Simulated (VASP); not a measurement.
Set up this calculation in VASP 6.6.1, as the native input.

- Task: single point
- Functional: LDA
- Potentials or basis: VASP PAW PBE potentials, release 64 (Yb)
- Cutoff: 520 eV
- k mesh: 6 × 6 × 3
- Occupations: fermi-dirac, width 0.1 eV
- Spin: no spin polarisation
- Dipole correction: no
- Further INCAR settings: ALGO = Normal; EDIFF = 1e-06; NBANDS = 31

The structure of Yb lies in POSCAR:

```
Yb
1.0
    3.9583600000      0.0198100000     -0.1579400000
   -1.9620300000      3.3369300000      0.0549000000
   -0.2599600000     -0.0457400000      6.3117100000
Yb
2
Direct
    0.3306500000      0.6662400000      0.2471300000
    0.6652934755      0.3304537171      0.7502792686
```

These files were run (other wordings do the same):

INCAR

```
PREC = Accurate
ENCUT = 520
EDIFF = 1E-6
ISMEAR = -1
SIGMA = 0.1
LREAL = False
LASPH = True
NELM = 80
ALGO = Normal
ISIF = 2
LWAVE = False
LCHARG = False
GGA = CA
NBANDS = 31
```

KPOINTS

```
Automatic mesh
0
Gamma
  6 6 3
```

Potentials or basis: VASP PAW PBE potentials, release 64 (Yb).

The run is started by

```bash
$ cat potpaw_PBE.64/Yb/POTCAR > POTCAR
$ mpirun -np 1 vasp_std > vasp.out
```

It gave:

- Pressure: -4.3 GPa
- Largest force: 0.018 eV/Å
- Band gap on the k mesh: zero (bands 24 and 25 overlap by 0.11 eV)

Caveat: the cell stands under tension; the PAW data sets were made with another functional, which shifts forces and pressure a little; spin-orbit coupling is left out, which moves the levels of the heavy elements.

Run time: 4.4 min on 1 thread of Intel(R) Xeon(R) 6975P-C (Granite Rapids) (shared host), peak memory 0.25 GiB.
